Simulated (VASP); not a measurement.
# SrTa2O2 (R-3m) in VASP: relaxation of cell and atoms with PBE

Aim: the relaxation of cell and atoms of SrTa2O2 with PBE.

Program: VASP 6.6.1. These are calculated values, not measurements. Logs are shortened: lines on timing, memory, paths and dates and some standing lists are left out, and cuts for length are marked.

## 1. The cell of the first run

Symmetry: R-3m, No. 166, trigonal system. The conventional cell has a = 5.663 Å, b = 5.663 Å, c = 13.601 Å, α = 90.00°, β = 90.00°, γ = 120.00°. Within 3.3 Å of Sr (site symmetry -3m) lie 2 O at 2.48 Å and 6 Ta at 3.28 Å. Within 2.3 Å of Ta (site symmetry 3m) lie 1 O at 1.74 Å. Within 2.3 Å of O (site symmetry 3m) lie 1 Ta at 1.74 Å.

The cell was generated, and may not be a known phase.

## 2. Relaxation of cell and atoms, PBE

File INCAR:

```
SYSTEM = SrTa2O2
ALGO     = Fast           ! electronic algorithm
EDIFF    = 1E-6           ! SCF threshold, eV
EDIFFG   = -0.01          ! ionic threshold
ENCUT    = 600            ! plane-wave cutoff, eV
GGA      = PE             ! functional
IBRION   = 2              ! ionic algorithm
ISIF     = 3              ! what is computed and relaxed
ISMEAR   = 0              ! smearing method
LASPH    = .TRUE.         ! aspherical terms in the spheres
LCHARG   = .FALSE.        ! write CHGCAR
LREAL    = .FALSE.        ! projectors in reciprocal space
LWAVE    = .FALSE.        ! write WAVECAR
NELM     = 100            ! most SCF steps
NSW      = 100            ! ionic steps
PREC     = Accurate       ! precision mode
SIGMA    = 0.1            ! smearing width, eV
```

File KPOINTS:

```
k-points
0
G
  12 12 12
  0 0 0
```

File POSCAR:

```
SrTa2O2
1.0
    2.8316102796      1.6348309572      4.5336182580
   -2.8316102796      1.6348309572      4.5336182580
    0.0000000000     -3.2696619143      4.5336182580
Sr Ta O
1 2 2
Direct
    0.5000000000      0.5000000000      0.5000000000
    0.1892104006      0.1892104006      0.1892104006
    0.8107895994      0.8107895994      0.8107895994
    0.3173213530      0.3173213530      0.3173213530
    0.6826786470      0.6826786470      0.6826786470
```

Potentials or basis: VASP PAW PBE potentials, release 64 (Sr_sv, Ta_pv, O).

On the command line:

```
$ cat potpaw_PBE.64/Sr_sv/POTCAR potpaw_PBE.64/Ta_pv/POTCAR potpaw_PBE.64/O/POTCAR > POTCAR
$ mpirun -np 1 vasp_std > vasp.out
```

OUTCAR:

```text
SYSTEM = SrTa2O2
   EDIFF = 1E-6
   EDIFFG = -0.01
   ENCUT = 600
   GGA = PE
   IBRION = 2
   ISIF = 3
   ISMEAR = 0
   LASPH = .TRUE.
   LREAL = .FALSE.
   NELM = 100
   NSW = 100
   PREC = Accurate

 ion  position               nearest neighbor table
   1  0.500  0.500  0.500-   4 2.48   5 2.48   2 3.28   3 3.28   2 3.28   2 3.28   3 3.28   3 3.28
                             3 4.23   2 4.23
   2  0.189  0.189  0.189-   4 1.74   1 3.28   1 3.28   1 3.28   3 3.33   3 3.33   3 3.33   1 4.23

   3  0.811  0.811  0.811-   5 1.74   1 3.28   1 3.28   1 3.28   2 3.33   2 3.33   2 3.33   1 4.23

   4  0.317  0.317  0.317-   2 1.74   1 2.48
   5  0.683  0.683  0.683-   3 1.74   1 2.48

  LATTYP: Found a trigonal (rhomboedric) cell.
 ALAT       =     5.5896675700
 COS(alpha) =     0.4867546825

  Lattice vectors:

 A1 = (   2.8316102796,   1.6348309572,   4.5336182580)
 A2 = (  -2.8316102796,   1.6348309572,   4.5336182580)
 A3 = (   0.0000000000,  -3.2696619143,   4.5336182580)

Analysis of symmetry for initial positions (statically):
=====================================================================
 Subroutine PRICEL returns:
 Original cell was already a primitive cell.

 Routine SETGRP: Setting up the symmetry group for a
 trigonal (rhombohedral) supercell.

 Subroutine GETGRP returns: Found 12 space group operations
 (whereof 12 operations were pure point group operations)
 out of a pool of 12 trial point group operations.

The static configuration has the point symmetry D_3d.

Analysis of symmetry for dynamics (positions and initial velocities):
=====================================================================
 Subroutine PRICEL returns:
 Original cell was already a primitive cell.

 Routine SETGRP: Setting up the symmetry group for a
 trigonal (rhombohedral) supercell.

 Subroutine GETGRP returns: Found 12 space group operations
 (whereof 12 operations were pure point group operations)
 out of a pool of 12 trial point group operations.

The dynamic configuration has the point symmetry D_3d.

 Subroutine INISYM returns: Found 12 space group operations
 (whereof 12 operations are pure point group operations),
 and found     1 'primitive' translations

----------------------------------------------------------------------------------------

                                     Primitive cell

  volume of cell :     125.9223

  direct lattice vectors                    reciprocal lattice vectors
     2.831610280  1.634830957  4.533618258     0.176577972  0.101947340  0.073524791
    -2.831610280  1.634830957  4.533618258    -0.176577972  0.101947340  0.073524791
     0.000000000 -3.269661914  4.533618258     0.000000000 -0.203894679  0.073524791

  length of vectors
     5.589667570  5.589667570  5.589667570     0.216746246  0.216746246  0.216746246

  position of ions in fractional coordinates (direct lattice)
     0.500000000  0.500000000  0.500000000
     0.189210401  0.189210401  0.189210401
     0.810789599  0.810789599  0.810789599
     0.317321353  0.317321353  0.317321353
     0.682678647  0.682678647  0.682678647

  ion indices of the primitive-cell ions
   primitive index   ion index
                 1           1
                 2           2
                 3           3
                 4           4
                 5           5

----------------------------------------------------------------------------------------

 KPOINTS: k-points

Automatic generation of k-mesh.
 Grid dimensions read from file:
 generate k-points for:   12   12   12

 Generating k-lattice:

  Cartesian coordinates                     Fractional coordinates (reciprocal lattice)
     0.014714831  0.008495612  0.006127066     0.083333333  0.000000000  0.000000000
    -0.014714831  0.008495612  0.006127066     0.000000000  0.083333333  0.000000000
     0.000000000 -0.016991223  0.006127066    -0.000000000 -0.000000000  0.083333333

  Length of vectors
     0.018062187  0.018062187  0.018062187

  Shift w.r.t. Gamma in fractional coordinates (k-lattice)
     0.000000000  0.000000000  0.000000000

 Subroutine IBZKPT returns following result:
 ===========================================

 Found    189 irreducible k-points:

 Following reciprocal coordinates:
            Coordinates               Weight
  0.000000  0.000000  0.000000      1.000000
  0.083333 -0.000000 -0.000000      6.000000
  0.166667 -0.000000 -0.000000      6.000000
  0.250000 -0.000000  0.000000      6.000000
  0.333333 -0.000000 -0.000000      6.000000
  0.416667 -0.000000 -0.000000      6.000000
[... 16 lines left out ...]
  0.500000  0.166667  0.000000     12.000000
 -0.416667  0.166667  0.000000     12.000000
 [... further k-points ...]
   k-points           NKPTS =    189   k-points in BZ     NKDIM =    189   number of bands    NBANDS=     26
   number of dos      NEDOS =    301   number of ions     NIONS =      5
   total plane-waves  NPLWV = 110592
   dimension x,y,z NGX =    48 NGY =   48 NGZ =   48
   dimension x,y,z NGXF=    96 NGYF=   96 NGZF=   96
   ions per type =               1   2   2
   NGX,Y,Z   is equivalent  to a cutoff of  14.28, 14.28, 14.28 a.u.
   NGXF,Y,Z  is equivalent  to a cutoff of  28.55, 28.55, 28.55 a.u.
 SYSTEM =  SrTa2O2
   PREC   = accura    normal or accurate (medium, high low for compatibility)
   ISTART =      0    job   : 0-new  1-cont  2-samecut
   ICHARG =      2    charge: 1-file 2-atom 10-const
   ISPIN  =      1    spin polarized calculation?
   LNONCOLLINEAR =      F non collinear calculations
   LSORBIT =      F    spin-orbit coupling
   LASPH  =      T    aspherical Exc in radial PAW
   ENCUT  =  600.0 eV  44.10 Ry    6.64 a.u.  11.16 11.16 11.16*2*pi/ulx,y,z
   NELM   =    100;   NELMIN=  2; NELMDL= -5     # of ELM steps
   EDIFF  = 0.1E-05   stopping-criterion for ELM
   LREAL  =      F    real-space projection
   EDIFFG = -.1E-01   stopping-criterion for IOM
   NSW    =    100    number of steps for IOM
   IBRION =      2    ionic relax: 0-MD 1-quasi-New 2-CG
   NFREE  =      1    steps in history (QN), initial steepest desc. (CG)
   ISIF   =      3    stress and relaxation
   ISYM   =      2    0-nonsym 1-usesym 2-fastsym
   POTIM  = 0.5000    time-step for ionic-motion
   TEBEG  =    0.0;   TEEND  =   0.0 temperature during run
   PSTRESS=    0.0 pullay stress
   NELECT =      44.0000    total number of electrons
   NUPDOWN=      -1.0000    fix difference up-down
   EMIN   =  10.00;   EMAX   =-10.00  energy-range for DOS
   EFERMI =   0.00;   METHOD = LEGACY
   ISMEAR =     0;   SIGMA  =   0.10  broadening in eV -4-tet -1-fermi 0-gaus
   EFERMI_NEDOS =   21; number of points for ismear=-14 and -15
   IALGO  =     68    algorithm
   IMIX   =      4    mixing-type and parameters
     AMIX     =   0.40;   BMIX     =  1.00
     AMIX_MAG =   1.60;   BMIX_MAG =  1.00
  volume/ion in A,a.u.               =      25.18       169.95
  Fermi-wavevector in a.u.,A,eV,Ry     =   1.153077  2.178999 18.090115  1.329586
  Thomas-Fermi vector in A             =   2.289723
   LORBIT       =      0    0 simple, 1 ext, 2 COOP (PROOUT), +10 PAW based schemes
   GGA     = PE    functional components
   LHFCALC =     F    Hartree Fock is set to
   AEXX    =    0.0000 exact exchange contribution
   IVDW    =     0    specifies the selected vdW correction
   LEPSILON=     F    determine dielectric tensor
   LRPA    =     F    only Hartree local field effects (RPA)
 conjugate gradient relaxation of ions
 non-spin polarized calculation
 RMM-DIIS sequential band-by-band and
 Gauss-broadening in eV      SIGMA  =   0.10
  energy-cutoff  :      600.00
  volume of cell :      125.92
 maximum number of plane-waves:      4228
 NGX is ok and might be reduce to    48
   NGX = 23   NGY = 23   NGZ = 23

--------------------------------------- Ionic step        1  -------------------------------------------

 number of electron      44.0000000 magnetization

 Free energy of the ion-electron system (eV)
  ---------------------------------------------------
  ext. energy  EPLUGINS =         0.00000000
  ---------------------------------------------------
  free energy    TOTEN  =       -38.17393909 eV

  energy without entropy =      -38.16386416  energy(sigma->0) =      -38.16890163

------------------------ aborting loop because EDIFF is reached ----------------------------------------

  FORCE on cell =-STRESS in cart. coord.  units (eV):
  Direction    XX          YY          ZZ          XY          YZ          ZX
  --------------------------------------------------------------------------------------
  -------------------------------------------------------------------------------------
  Total       -0.0318505     -0.0318505      1.3882231      0.0000000      0.0000000      0.0000000
  in kB       -0.4052509     -0.4052509     17.6631157      0.0000000      0.0000000      0.0000000
  external PRESSURE =       5.6175380 kB  Pullay stress =       0.0000000 kB
[... 180 lines left out ...]
  energy  without entropy=      -38.1665992259  energy(sigma->0) =      -38.17168938

--------------------------------------- Ionic step        6  -------------------------------------------

 number of electron      44.0000000 magnetization

 Free energy of the ion-electron system (eV)
  ---------------------------------------------------
  ext. energy  EPLUGINS =         0.00000000
  ---------------------------------------------------
  free energy    TOTEN  =       -38.17684336 eV

  energy without entropy =      -38.16667868  energy(sigma->0) =      -38.17176102

 E-fermi :   2.1451     XC(G=0):  -8.8236

 val. band max:        2.1447762661   @ k =  -0.0833   0.0833   0.0000
 cond. band min:       2.1466288988   @ k =  -0.4167   0.5000   0.4167
 fundamental gap:      0.0018526327
 Fermi energy:         2.1450883518

 k-point     1 :       0.0000    0.0000    0.0000
  band No.  band energies     occupation
      1     -33.6460      2.00000
      2     -33.6343      2.00000
      3     -32.8316      2.00000
      4     -32.8316      2.00000
      5     -32.7650      2.00000
      6     -32.7208      2.00000
[... 685 lines left out ...]
     25       3.3962      0.00000
     26       3.7292      0.00000

 [... further k-points ...]

------------------------ aborting loop because EDIFF is reached ----------------------------------------

  FORCE on cell =-STRESS in cart. coord.  units (eV):
  Direction    XX          YY          ZZ          XY          YZ          ZX
  --------------------------------------------------------------------------------------
  -------------------------------------------------------------------------------------
  Total       -0.0204142     -0.0204142      0.0445845      0.0000000      0.0000000      0.0000000
  in kB       -0.2594766     -0.2594766      0.5666942      0.0000000      0.0000000      0.0000000
  external PRESSURE =       0.0159136 kB  Pullay stress =       0.0000000 kB
[... 20 lines left out ...]
  FREE ENERGIE OF THE ION-ELECTRON SYSTEM (eV)
  ---------------------------------------------------
  free  energy   TOTEN  =       -38.1768433604 eV

  energy  without entropy=      -38.1666786774  energy(sigma->0) =      -38.17176102

 reached required accuracy - stopping structural energy minimisation
```

Run time: 1.7 h. Hardware: 1 thread of Oxide Virtual Turin-like, shared host; peak memory 0.89 GiB.

What came out:

- Free energy: -38.1768 eV
- Relaxed volume: 25.21 Å³/atom
- Relaxed cell: a = 5.596 Å, b = 5.596 Å, c = 5.596 Å, α = 60.77°, β = 60.77°, γ = 60.77°
- Space group after relaxing (to 0.1 Å): R-3m (No. 166)
- Energy gained by relaxing: 0.6 meV/atom
- Ionic steps: 6
- Pressure after relaxing: 0.0 GPa
- Largest force after relaxing: 0.006 eV/Å
- Band gap on the k mesh: zero (bands 22 and 23 overlap by 0.16 eV)

Forces on the atoms (eV/Å):
```
Sr   0.000  0.000  0.000
Ta   0.000  0.000 -0.005
Ta   0.000  0.000  0.005
O    0.000  0.000 -0.006
O    0.000  0.000  0.006
```

Step by step:
| step | energy change (eV) | largest force (eV/Å) | pressure (GPa) | volume (Å³) |
| --- | --- | --- | --- | --- |
| 1 | 0.0000 | 0.3819 | 0.56 | 125.92 |
| 2 | 0.1097 | 2.1728 | -3.46 | 127.53 |
| 3 | -0.0028 | 0.0327 | -0.06 | 126.14 |
| 4 | -0.0028 | 0.0175 | -0.03 | 126.13 |
| 5 | -0.0028 | 0.0110 | -0.02 | 126.12 |
| 6 | -0.0029 | 0.0058 | 0.00 | 126.05 |

Final structure:
```
Sr Ta O
1.0
     2.83031    1.63408    4.54242
    -2.83031    1.63408    4.54242
     0.00000   -3.26816    4.54242
Sr Ta O
1 2 2
Direct
  0.50000 0.50000 0.50000
  0.18902 0.18902 0.18902
  0.81098 0.81098 0.81098
  0.31744 0.31744 0.31744
  0.68256 0.68256 0.68256
```

Levels at points of the mesh, in eV from the Fermi level:
| k point | band 18 | band 19 | band 20 | band 21 | band 22 | band 23 | band 24 | band 25 | band 26 |
| --- | --- | --- | --- | --- | --- | --- | --- | --- | --- |
| (0.00, 0.00, 0.00) | -4.61 | -4.32 | -0.44 | -0.44 | 0.01 | 0.01 | 1.74 | 1.75 | 1.81 |
| (0.50, 0.00, 0.00) | -4.28 | -2.50 | -2.23 | -1.22 | -0.62 | 0.21 | 1.19 | 1.27 | 1.72 |
| (0.50, 0.50, 0.00) | -4.43 | -2.38 | -2.27 | -1.11 | -0.66 | 0.29 | 1.00 | 1.11 | 1.12 |
| (0.50, 0.50, 0.50) | -4.35 | -3.93 | -0.74 | -0.74 | -0.14 | -0.14 | 0.38 | 1.69 | 1.69 |

Caveat: spin-orbit coupling is left out, which moves the levels of the heavy elements.
